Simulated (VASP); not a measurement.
**Rh: single point with PBE**

The system is Rh.

```
Rh
1.0
     0.00000    2.98141    2.98141
     2.98141    0.00000    2.98141
     2.98141    2.98141    0.00000
Rh
1
Direct
  0.00000 0.00000 0.00000
```

- Program: VASP 6.6.1
- Task: single point
- Functional: PBE
- Potentials or basis: VASP PAW PBE potentials, release 64 (Rh_pv)
- Cutoff: 400 eV
- k mesh: 10 × 10 × 10
- Occupations: gaussian, width 0.1 eV
- Spin: no spin polarisation

| Item | Value |
| --- | --- |
| Pressure | -8.0 GPa |

Levels at points of the mesh, in eV from the Fermi level:
| k point | band 4 | band 5 | band 6 | band 7 | band 8 | band 9 | band 10 | band 11 |
| --- | --- | --- | --- | --- | --- | --- | --- | --- |
| (0.00, 0.00, 0.00) | -1.68 | -0.34 | -0.34 | -0.34 | -0.12 | -0.12 | 10.87 | 10.87 |
| (0.50, 0.00, 0.00) | -0.74 | -0.33 | -0.33 | 0.04 | 0.04 | 1.90 | 2.29 | 9.60 |
| (0.50, 0.50, 0.00) | -0.67 | -0.64 | 0.03 | 0.08 | 0.08 | 2.99 | 3.04 | 6.92 |

Run time: 17 s on 1 thread of Intel(R) Xeon(R) Platinum 8375C CPU @ 2.90GHz (Ice Lake), on a shared host, peak memory 0.16 GiB.
